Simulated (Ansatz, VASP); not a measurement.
## Ta4C: VASP beside Ansatz

```
Ta C
1.0
     2.84101    0.00000    0.00000
    -0.94700    2.67853    0.00000
     0.00000    0.00000   25.95903
Ta C
4 1
Direct
  0.50000 0.50000 0.32744
  0.00000 0.00000 0.41680
  0.50000 0.50000 0.50585
  0.00000 0.00000 0.59129
  0.33333 0.66667 0.61245
```

Alike in both runs: task single point; functional PBEsol; k mesh 11 × 11 × 1; occupations gaussian, width 0.1 eV; no spin polarisation.

|  | VASP | Ansatz |
| --- | --- | --- |
| version | VASP 6.6.1 | Ansatz 0.2.0 |
| potentials or method | VASP PAW PBE potentials, release 64 (Ta_pv, C), cutoff 520 eV | scalar-relativistic, plane waves, PAW |
| valence electrons in the cell | 48 | 56 |

VASP gave:

| Item | Value |
| --- | --- |
| gap on the k mesh at the Fermi level (eV) | none |
| rms of the force components (eV/Å) | 4.686 |

Estimate Ansatz's values.

gap on the k mesh at the Fermi level (eV): none; rms of the force components (eV/Å): 4.500.

VASP's potentials were made for PBE, not for PBEsol. Atom by atom the forces differ by 0.189 eV/Å (rms over components). A gap of «none» marks a metal or a gap that the smearing closes. With one functional, cell and mesh, what is left measures potentials, basis and numerics. VASP's potentials hold 48 valence electrons a cell and Ansatz's 56, so a difference there can come from the potentials and not from the codes.

Spin-orbit coupling is off throughout.
